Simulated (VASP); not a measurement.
# AgRh (P-6m2) in VASP: settings compared

Aim: see how the results for AgRh move with the level of theory and the settings. Levels: r2SCAN, r2SCANh, r2SCAN50. Tasks: single point.

All numbers are computed with VASP 6.6.1; they aren't measurements. Logs are shortened: lines on timing, memory, paths and dates and some standing lists are left out, and cuts for length are marked.

## 1. The cell of the first run

It takes space group P-6m2 (No. 187, hexagonal). Conventional cell: a = 2.740 Å, b = 2.740 Å, c = 4.744 Å, α = 90.00°, β = 90.00°, γ = 120.00°. Ag (site symmetry -6m2) has 6 Ag at 2.74 Å and 6 Rh at 2.85 Å within 3.6 Å. Rh (site symmetry -6m2) has 6 Rh at 2.74 Å and 6 Ag at 2.85 Å within 3.6 Å.

## 2. Single point, r2SCAN

POSCAR reads:

```
AgRh
1.0
    2.7400486223      0.0000000000      0.0000000000
   -1.3700243112      2.3729517146      0.0000000000
    0.0000000000      0.0000000000      4.7436129252
Ag Rh
1 1
Direct
    0.0000000000      0.0000000000      0.5000000000
    0.6666666667      0.3333333333      0.0000000000
```

INCAR.step1 reads:

```
SYSTEM = AgRh
PREC     = Accurate       ! precision mode
ENCUT    = 690            ! plane-wave cutoff, eV
ISMEAR   = -1             ! smearing method
SIGMA    = 0.05           ! smearing width, eV
LREAL    = .FALSE.        ! projectors in reciprocal space
LASPH    = .TRUE.         ! aspherical terms in the spheres
NELM     = 120            ! most SCF steps
NBANDS   = 25             ! bands
GGA      = PE             ! functional
ALGO     = Normal         ! electronic algorithm
EDIFF    = 1E-5           ! SCF threshold, eV
LWAVE    = .TRUE.         ! write WAVECAR
LCHARG   = .FALSE.        ! write CHGCAR
GGA_COMPAT= .FALSE.
```

INCAR.step2 reads:

```
SYSTEM = AgRh
PREC     = Accurate       ! precision mode
ENCUT    = 690            ! plane-wave cutoff, eV
EDIFF    = 1E-6           ! SCF threshold, eV
ISMEAR   = -1             ! smearing method
SIGMA    = 0.05           ! smearing width, eV
LREAL    = .FALSE.        ! projectors in reciprocal space
LASPH    = .TRUE.         ! aspherical terms in the spheres
NELM     = 120            ! most SCF steps
ALGO     = Normal         ! electronic algorithm
ISIF     = 2              ! what is computed and relaxed
LWAVE    = .FALSE.        ! write WAVECAR
LCHARG   = .FALSE.        ! write CHGCAR
METAGGA  = R2SCAN         ! meta-GGA
LMIXTAU  = .TRUE.       
NBANDS   = 25             ! bands
ISTART   = 1            
GGA_COMPAT= .FALSE.
```

KPOINTS reads:

```
regular mesh
0
G
  11 11 6
  0 0 0
```

Potentials or basis: VASP PAW PBE potentials, release 64 (Ag_sv_GW, Rh_sv_GW).

Run with:

```sh
cat potpaw_PBE.64/Ag_sv_GW/POTCAR potpaw_PBE.64/Rh_sv_GW/POTCAR > POTCAR
cp INCAR.step1 INCAR
mpirun -np 1 vasp_std > vasp.out
cp INCAR.step2 INCAR
mpirun -np 1 vasp_std > vasp.out
```

OUTCAR:

```text
SYSTEM = AgRh
   PREC = Accurate
   ENCUT = 690
   EDIFF = 1E-6
   ISMEAR = -1
   LREAL = .FALSE.
   LASPH = .TRUE.
   NELM = 120
   ISIF = 2
   METAGGA = R2SCAN
   ISTART = 1

 ion  position               nearest neighbor table
   1  0.000  0.000  0.500-
   2  0.667  0.333  0.000-

  LATTYP: Found a hexagonal cell.
 ALAT       =     2.7400486223
 C/A-ratio  =     1.7312148721

  Lattice vectors:

 A1 = (   2.7400486223,   0.0000000000,   0.0000000000)
 A2 = (  -1.3700243112,   2.3729517146,   0.0000000000)
 A3 = (   0.0000000000,   0.0000000000,   4.7436129252)

Analysis of symmetry for initial positions (statically):
=====================================================================
 Subroutine PRICEL returns:
 Original cell was already a primitive cell.

 Routine SETGRP: Setting up the symmetry group for a
 hexagonal supercell.

 Subroutine GETGRP returns: Found 12 space group operations
 (whereof 12 operations were pure point group operations)
 out of a pool of 24 trial point group operations.

The static configuration has the point symmetry D_3h.

Analysis of symmetry for dynamics (positions and initial velocities):
=====================================================================
 Subroutine PRICEL returns:
 Original cell was already a primitive cell.

 Routine SETGRP: Setting up the symmetry group for a
 hexagonal supercell.

 Subroutine GETGRP returns: Found 12 space group operations
 (whereof 12 operations were pure point group operations)
 out of a pool of 24 trial point group operations.

The dynamic configuration has the point symmetry D_3h.

 Subroutine INISYM returns: Found 12 space group operations
 (whereof 12 operations are pure point group operations),
 and found     1 'primitive' translations

----------------------------------------------------------------------------------------

                                     Primitive cell

  volume of cell :      30.8430

  direct lattice vectors                    reciprocal lattice vectors
     2.740048622  0.000000000  0.000000000     0.364957027  0.210708038  0.000000000
    -1.370024311  2.372951715  0.000000000     0.000000000  0.421416076  0.000000000
     0.000000000  0.000000000  4.743612925     0.000000000  0.000000000  0.210809781

  length of vectors
     2.740048622  2.740048622  4.743612925     0.421416076  0.421416076  0.210809781

  position of ions in fractional coordinates (direct lattice)
     0.000000000  0.000000000  0.500000000
     0.666666667  0.333333333  0.000000000

  ion indices of the primitive-cell ions
   primitive index   ion index
                 1           1
                 2           2

----------------------------------------------------------------------------------------

 KPOINTS: regular mesh

Automatic generation of k-mesh.
 Grid dimensions read from file:
 generate k-points for:   11   11    6

 Generating k-lattice:

  Cartesian coordinates                     Fractional coordinates (reciprocal lattice)
     0.033177912  0.019155276  0.000000000     0.090909091 -0.000000000  0.000000000
     0.000000000  0.038310552  0.000000000     0.000000000  0.090909091  0.000000000
     0.000000000  0.000000000  0.035134963     0.000000000  0.000000000  0.166666667

  Length of vectors
     0.038310552  0.038310552  0.035134963

  Shift w.r.t. Gamma in fractional coordinates (k-lattice)
     0.000000000  0.000000000  0.000000000

 Subroutine IBZKPT returns following result:
 ===========================================

 Found     64 irreducible k-points:

 Following reciprocal coordinates:
            Coordinates               Weight
  0.000000  0.000000  0.000000      1.000000
  0.090909  0.000000  0.000000      6.000000
  0.181818  0.000000  0.000000      6.000000
  0.272727  0.000000  0.000000      6.000000
  0.363636  0.000000  0.000000      6.000000
  0.454545  0.000000  0.000000      6.000000
[... 16 lines left out ...]
  0.090909  0.090909  0.166667     12.000000
  0.181818  0.090909  0.166667     24.000000
 [... further k-points ...]
   k-points           NKPTS =     64   k-points in BZ     NKDIM =     64   number of bands    NBANDS=     25
   number of dos      NEDOS =    301   number of ions     NIONS =      2
   total plane-waves  NPLWV =  24192
   dimension x,y,z NGX =    24 NGY =   24 NGZ =   42
   dimension x,y,z NGXF=    48 NGYF=   48 NGZF=   84
   ions per type =               1   1
   NGX,Y,Z   is equivalent  to a cutoff of  14.56, 14.56, 14.72 a.u.
   NGXF,Y,Z  is equivalent  to a cutoff of  29.12, 29.12, 29.44 a.u.
 SYSTEM =  AgRh
   PREC   = accura    normal or accurate (medium, high low for compatibility)
   ISTART =      1    job   : 0-new  1-cont  2-samecut
   ICHARG =      0    charge: 1-file 2-atom 10-const
   ISPIN  =      1    spin polarized calculation?
   LNONCOLLINEAR =      F non collinear calculations
   LSORBIT =      F    spin-orbit coupling
   LASPH  =      T    aspherical Exc in radial PAW
[... 25 lines left out ...]
  Thomas-Fermi vector in A             =   2.799512
   LORBIT       =      0    0 simple, 1 ext, 2 COOP (PROOUT), +10 PAW based schemes
   METAGGA = R2SCAN    functional components
   LHFCALC =     F    Hartree Fock is set to
   AEXX    =    0.0000 exact exchange contribution
   IVDW    =     0    specifies the selected vdW correction
   LEPSILON=     F    determine dielectric tensor
   LRPA    =     F    only Hartree local field effects (RPA)
 non-spin polarized calculation
  energy-cutoff  :      690.00
  volume of cell :       30.84
 maximum number of plane-waves:      1279
 NGX is ok and might be reduce to    24
   NGX = 11   NGY = 11   NGZ = 21

 number of electron      35.9999997 magnetization

 Free energy of the ion-electron system (eV)
  ---------------------------------------------------
  ext. energy  EPLUGINS =         0.00000000
  ---------------------------------------------------
  free energy    TOTEN  =       -42.02703752 eV

  energy without entropy =      -42.00263607  energy(sigma->0) =      -42.01483679

 E-fermi :   8.1519     XC(G=0): -14.1684

 val. band max:        8.1200909244   @ k =   0.0909   0.0909   0.3333
 cond. band min:       8.1562404868   @ k =   0.2727   0.0000   0.0000
 fundamental gap:      0.0361495623
 Fermi energy:         8.1518971596

 k-point     1 :       0.0000    0.0000    0.0000
  band No.  band energies     occupation
      1     -86.1151      2.00000
      2     -72.0058      2.00000
      3     -48.7067      2.00000
      4     -48.6197      2.00000
      5     -48.6197      2.00000
      6     -38.9544      2.00000
[... 17 lines left out ...]
     24      27.6851      0.00000
     25      30.8173      0.00000

 k-point     2 :       0.0909    0.0000    0.0000
  band No.  band energies     occupation
      1     -86.1130      2.00000
      2     -72.0007      2.00000
      3     -48.7042      2.00000
      4     -48.6388      2.00000
      5     -48.6245      2.00000
      6     -38.9492      2.00000
[... 17 lines left out ...]
     24      27.4108      0.00000
     25      29.2262      0.00000

 k-point     3 :       0.1818    0.0000    0.0000
  band No.  band energies     occupation
      1     -86.1074      2.00000
      2     -71.9870      2.00000
      3     -48.6976      2.00000
      4     -48.6897      2.00000
      5     -48.6371      2.00000
      6     -39.0351      2.00000
[... 17 lines left out ...]
     24      27.2294      0.00000
     25      27.2812      0.00000

 k-point     4 :       0.2727    0.0000    0.0000
  band No.  band energies     occupation
      1     -86.1000      2.00000
      2     -71.9690      2.00000
      3     -48.7560      2.00000
      4     -48.6888      2.00000
      5     -48.6537      2.00000
      6     -39.1727      2.00000
[... 17 lines left out ...]
     24      25.3412      0.00000
     25      27.1548      0.00000
[... 477 lines left out ...]
 k-point    22 :       0.4545    0.0000    0.1667
  band No.  band energies     occupation
      1     -86.0892      2.00000
      2     -71.9425      2.00000
      3     -48.8525      2.00000
      4     -48.6779      2.00000
      5     -48.6761      2.00000
      6     -39.3710      2.00000
[... 17 lines left out ...]
     24      22.4445      0.00000
     25      22.8186      0.00000

 k-point    23 :       0.0909    0.0909    0.1667
  band No.  band energies     occupation
      1     -86.1091      2.00000
      2     -71.9913      2.00000
      3     -48.6993      2.00000
      4     -48.6726      2.00000
      5     -48.6343      2.00000
      6     -38.9994      2.00000
[... 17 lines left out ...]
     24      26.6731      0.00000
     25      27.5143      0.00000

 k-point    24 :       0.1818    0.0909    0.1667
  band No.  band energies     occupation
      1     -86.1026      2.00000
      2     -71.9754      2.00000
      3     -48.7284      2.00000
      4     -48.6918      2.00000
      5     -48.6518      2.00000
      6     -39.1152      2.00000
[... 17 lines left out ...]
     24      25.8468      0.00000
     25      26.9750      0.00000

 [... further k-points ...]

------------------------ aborting loop because EDIFF is reached ----------------------------------------

  FORCE on cell =-STRESS in cart. coord.  units (eV):
  Direction    XX          YY          ZZ          XY          YZ          ZX
  --------------------------------------------------------------------------------------
  -------------------------------------------------------------------------------------
  Total        0.0494388      0.0494388     -0.1621378     -0.0000000      0.0000000      0.0000000
  in kB        2.5681579      2.5681579     -8.4224519     -0.0000000      0.0000000      0.0000000
  external PRESSURE =      -1.0953787 kB  Pullay stress =       0.0000000 kB

 VOLUME and BASIS-vectors are now :
 -----------------------------------------------------------------------------
  energy-cutoff  :      690.00
  volume of cell :       30.84
      direct lattice vectors                 reciprocal lattice vectors
     2.740048622  0.000000000  0.000000000     0.364957027  0.210708038  0.000000000
    -1.370024311  2.372951715  0.000000000     0.000000000  0.421416076  0.000000000
     0.000000000  0.000000000  4.743612925     0.000000000  0.000000000  0.210809781

 POSITION                                       TOTAL-FORCE (eV/Angst)
 -----------------------------------------------------------------------------------
      0.00000      0.00000      2.37181        -0.000000     -0.000000      0.000000
      1.37002      0.79098      0.00000         0.000000      0.000000      0.000000
 -----------------------------------------------------------------------------------
    total drift:                               -0.000001      0.000000      0.000000

  FREE ENERGIE OF THE ION-ELECTRON SYSTEM (eV)
  ---------------------------------------------------
  free  energy   TOTEN  =       -42.0270375206 eV

  energy  without entropy=      -42.0026360661  energy(sigma->0) =      -42.01483679
```

Wall time 98 s (1 thread of Intel Xeon 6975P-C (Granite Rapids), shared host); peak memory 0.26 GiB.

What came out:

| Property | Result |
| --- | --- |
| Free energy | -42.0270 eV |
| Pressure | -0.1 GPa |
| Band gap on the k mesh | zero (bands 18 and 19 overlap by 1.50 eV) |

Caveat: the PAW data sets were made with another functional, which shifts forces and pressure a little.

## 3. Single point, r2SCANh

This run uses another cell than the first one, of 16.06 Å³/atom.

POSCAR reads:

```
AgRh
1.0
    2.7775881998      0.0000000000      0.0000000000
   -1.3887940999      2.4054619423      0.0000000000
    0.0000000000      0.0000000000      4.8086020000
Ag Rh
1 1
Direct
    0.0000000000      0.0000000000      0.5000000000
    0.6666666667      0.3333333333      0.0000000000
```

INCAR.step1 reads:

```
SYSTEM = AgRh
PREC = Accurate
ENCUT = 520
EDIFF = 1E-5
ISMEAR = -1
SIGMA = 0.05
LREAL = .FALSE.
LASPH = .TRUE.
NELM = 100
ALGO = Normal
ISIF = 2
LWAVE = .TRUE.
GGA = PE
NBANDS = 20
```

INCAR.step2 reads:

```
SYSTEM = AgRh
PREC = Accurate
ENCUT = 520
EDIFF = 1E-7
ISMEAR = -1
SIGMA = 0.05
LREAL = .FALSE.
LASPH = .TRUE.
NELM = 100
ALGO = Normal
ISIF = 2
LWAVE = .FALSE.
LCHARG = .TRUE.
METAGGA = R2SCAN
LHFCALC = .TRUE.
AEXX = 0.1
LMIXTAU = .TRUE.
PRECFOCK = Normal
LELF = .TRUE.
LVHAR = .TRUE.
ISTART = 1
NBANDS = 20
```

KPOINTS reads:

```
Automatic mesh
0
G
  6 6 3
  0 0 0
```

Potentials or basis: VASP PAW PBE potentials, release 64 (Ag, Rh_pv).

Run with:

```sh
cat potpaw_PBE.64/Ag/POTCAR potpaw_PBE.64/Rh_pv/POTCAR > POTCAR
cp INCAR.step1 INCAR
mpirun -np 1 vasp_std > vasp.out
cp INCAR.step2 INCAR
mpirun -np 1 vasp_std > vasp.out
```

Run time: 48 min. Hardware: 1 thread of Intel Xeon Platinum 8259CL at 2.50GHz (Skylake/Cascade Lake), shared host; peak memory 0.17 GiB.

Results (log left out):

| Quantity | Value |
| --- | --- |
| Free energy | -42.4036 eV |
| Pressure | -7.1 GPa |
| Band gap on the k mesh | zero (bands 13 and 14 overlap by 1.53 eV) |

Stress tensor (GPa, compression positive):
```
-8.06  0.00  0.00
 0.00 -8.06  0.00
 0.00  0.00 -5.22
```

Levels at points of the mesh, in eV from the Fermi level:
```tsv
k point	band 11	band 12	band 13	band 14	band 15	band 16
(0.00, 0.00, 0.00)	-2.13	-2.13	0.36	0.36	0.81	6.29
(0.50, 0.00, 0.00)	-1.72	-0.33	1.45	2.39	4.84	9.56
```

Caveat: the k points lie up to 0.44 Å⁻¹ apart, too coarse for converged energies and pressures of a metal; the PAW data sets were made with another functional, which shifts forces and pressure a little.

## 4. Single point, r2SCAN50

This run uses another cell than the first one, of 16.06 Å³/atom.

POSCAR is that of step 3.

INCAR.step1 reads:

```
PREC = Accurate
ENCUT = 520
EDIFF = 1E-5
ISMEAR = -1
SIGMA = 0.05
LREAL = False
LASPH = True
NELM = 60
ALGO = Normal
ISIF = 2
LWAVE = True
LCHARG = False
GGA = PE
NBANDS = 20
```

INCAR.step2 reads:

```
PREC = Accurate
ENCUT = 520
EDIFF = 1E-7
ISMEAR = -1
SIGMA = 0.05
LREAL = False
LASPH = True
NELM = 60
ALGO = Normal
ISIF = 2
LWAVE = False
LCHARG = False
METAGGA = R2SCAN
LHFCALC = True
AEXX = 0.5
LMIXTAU = True
PRECFOCK = Normal
ISTART = 1
NBANDS = 20
```

KPOINTS reads:

```
Automatic mesh
0
Gamma
  6 6 3
```

Run with:

```sh
cat potpaw_PBE.64/Ag/POTCAR potpaw_PBE.64/Rh_pv/POTCAR > POTCAR
cp INCAR.step1 INCAR
mpirun -np 1 vasp_std > vasp.out
cp INCAR.step2 INCAR
mpirun -np 1 vasp_std > vasp.out
```

Run time: 51 min. Hardware: 1 thread of Intel Xeon Platinum 8259CL at 2.50GHz (Skylake/Cascade Lake), shared host; peak memory 0.17 GiB.

It converged, with:

```
Free energy            : -32.4919 eV
Pressure               : -11.2 GPa
Band gap on the k mesh : zero (bands 13 and 14 overlap by 3.63 eV)
```

Stress tensor (GPa, compression positive):
```
-12.79   0.00   0.00
  0.00 -12.79   0.00
  0.00   0.00  -7.90
```

Levels at points of the mesh, in eV from the Fermi level:
```csv
k point,band 11,band 12,band 13,band 14,band 15,band 16
"(0.00, 0.00, 0.00)",-2.41,-2.41,1.50,1.50,2.52,9.04
"(0.50, 0.00, 0.00)",-2.43,-1.01,3.55,4.04,7.23,12.56
```

Caveat: the k points lie up to 0.44 Å⁻¹ apart, too coarse for converged energies and pressures of a metal; the PAW data sets were made with another functional, which shifts forces and pressure a little.

## 5. Single point, r2SCAN

This run uses another cell than the first one, of 15.10 Å³/atom.

POSCAR reads:

```
AgRh
1.0
    2.7208868163      0.0000000000      0.0000000000
   -1.3604434081      2.3563571037      0.0000000000
    0.0000000000      0.0000000000      4.7104397215
Ag Rh
1 1
Direct
    0.0000000000      0.0000000000      0.5000000000
    0.6666666667      0.3333333333      0.0000000000
```

INCAR.step1 reads:

```
PREC = Accurate ; ENCUT = 690
ISMEAR = -1 ; SIGMA = 0.05
LREAL = False ; LASPH = True
NELM = 120 ; NBANDS = 25
GGA = PE ; ALGO = Normal
EDIFF = 1E-5 ; LWAVE = True
LCHARG = False ; GGA_COMPAT = False
```

INCAR.step2 reads:

```
PREC = Accurate ; ENCUT = 690
EDIFF = 1E-6 ; ISMEAR = -1
SIGMA = 0.05 ; LREAL = False
LASPH = True ; NELM = 120
ALGO = Normal ; ISIF = 2
LWAVE = False ; LCHARG = True
METAGGA = R2SCAN ; LMIXTAU = True
LELF = True ; LVHAR = True
NBANDS = 25 ; ISTART = 1
GGA_COMPAT = False
```

KPOINTS reads:

```
Automatic mesh
0
Gamma
  11 11 6
```

Potentials or basis: VASP PAW PBE potentials, release 64 (Ag_sv_GW, Rh_sv_GW).

Run with:

```sh
cat potpaw_PBE.64/Ag_sv_GW/POTCAR potpaw_PBE.64/Rh_sv_GW/POTCAR > POTCAR
cp INCAR.step1 INCAR
mpirun -np 1 vasp_std > vasp.out
cp INCAR.step2 INCAR
mpirun -np 1 vasp_std > vasp.out
```

Run time: 92 s. Hardware: 1 thread of Intel Xeon 6975P-C (Granite Rapids), shared host; peak memory 0.25 GiB.

It converged, with:

* Free energy: -42.0198 eV
* Pressure: 3.8 GPa
* Band gap on the k mesh: zero (bands 18 and 19 overlap by 1.55 eV)

Stress tensor (GPa, compression positive):
```
4.36 0.00 0.00
0.00 4.36 0.00
0.00 0.00 2.57
```

Levels at points of the mesh, in eV from the Fermi level:
| k point | band 15 | band 16 | band 17 | band 18 | band 19 | band 20 | band 21 | band 22 |
| --- | --- | --- | --- | --- | --- | --- | --- | --- |
| (0.00, 0.00, 0.00) | -3.41 | -1.99 | -1.99 | 0.15 | 0.15 | 0.24 | 6.10 | 17.38 |
| (0.00, 0.00, 0.50) | -3.50 | -2.77 | -1.76 | -1.76 | 0.11 | 0.11 | 12.58 | 13.71 |

Caveat: the cell stands under pressure; the PAW data sets were made with another functional, which shifts forces and pressure a little.

## 6. Summary

| level | potentials or basis | cell | k mesh | cutoff (eV) | grid for exact exchange (PRECFOCK) | share of exact exchange | gap on the mesh (eV) | pressure (GPa) |
| --- | --- | --- | --- | --- | --- | --- | --- | --- |
| r2SCAN | VASP PAW PBE potentials, release 64 (Ag_sv_GW, Rh_sv_GW) | a = 2.740, b = 2.740, c = 4.744 Å, angles 90.0, 90.0, 120.0°, 2 atoms | 11 × 11 × 6 | 690 | - | - | none | -0.1 |
| r2SCANh | VASP PAW PBE potentials, release 64 (Ag, Rh_pv) | a = 2.778, b = 2.778, c = 4.809 Å, angles 90.0, 90.0, 120.0°, 2 atoms | 6 × 6 × 3 | 520 | Normal | 0.1 | none | -7.1 |
| r2SCAN50 | VASP PAW PBE potentials, release 64 (Ag, Rh_pv) | a = 2.778, b = 2.778, c = 4.809 Å, angles 90.0, 90.0, 120.0°, 2 atoms | 6 × 6 × 3 | 520 | Normal | 0.5 | none | -11.2 |
| r2SCAN | VASP PAW PBE potentials, release 64 (Ag_sv_GW, Rh_sv_GW) | a = 2.721, b = 2.721, c = 4.710 Å, angles 90.0, 90.0, 120.0°, 2 atoms | 11 × 11 × 6 | 690 | - | - | none | 3.8 |

Alike in all rows: task single point; no spin polarisation; smearing fermi-dirac 0.05 eV.

Caveats: some runs use coarse meshes; the PAW data sets were made with another functional, which shifts forces and pressure a little; the cell stands under pressure (at least some runs).

Absolute energies hang on the potentials; compare differences alone.

The gap in the log of VASP goes by the Fermi energy; the results here count the filled bands.